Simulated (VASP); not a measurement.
Set up this calculation in VASP 6.6.1, as the native input.

```yaml
Task: single point
Functional: PBEsol
Potentials_or_basis: VASP PAW PBE potentials, release 64 (Ge_d)
Cutoff: 520 eV
k_mesh: 12 × 12 × 12
Occupations: gaussian, width 0.01 eV
Spin: no spin polarisation
Dipole_correction: no
Further_INCAR_settings: ALGO = Normal; EDIFF = 1e-06; NBANDS = 21
```

The structure of Ge lies in POSCAR:

```
Ge
1.0
    0.0000000000      2.8378502412      2.8378502412
    2.8378502412      0.0000000000      2.8378502412
    2.8378502412      2.8378502412      0.0000000000
Ge
2
Direct
    0.0000000000      0.0000000000      0.0000000000
    0.2500000000      0.2500000000      0.2500000000
```

These files were run (other wordings do the same):

INCAR

```
SYSTEM = Ge
ALGO = Normal
EDIFF = 1E-6
ENCUT = 520
GGA = PS
ISIF = 2
ISMEAR = 0
LASPH = .True.
LCHARG = .False.
LREAL = .False.
LWAVE = .False.
NBANDS = 21
NELM = 60
PREC = Accurate
SIGMA = 0.01
```

KPOINTS

```
k-points
0
Gamma
  12 12 12
  0 0 0
```

Potentials or basis: VASP PAW PBE potentials, release 64 (Ge_d).

Run with:

```bash
$ cat potpaw_PBE.64/Ge_d/POTCAR > POTCAR
$ mpirun -np 1 vasp_std > vasp.out
```

Results of the run:

```yaml
Pressure: -0.4 GPa
Band_gap_on_the_k_mesh: zero (filled and empty bands touch)
```

Caveat: the PAW data sets were made with another functional, which shifts forces and pressure a little.

It took 42 s on 1 thread of Intel(R) Xeon(R) Platinum 8488C (Sapphire Rapids) (shared host), peak memory 0.19 GiB.
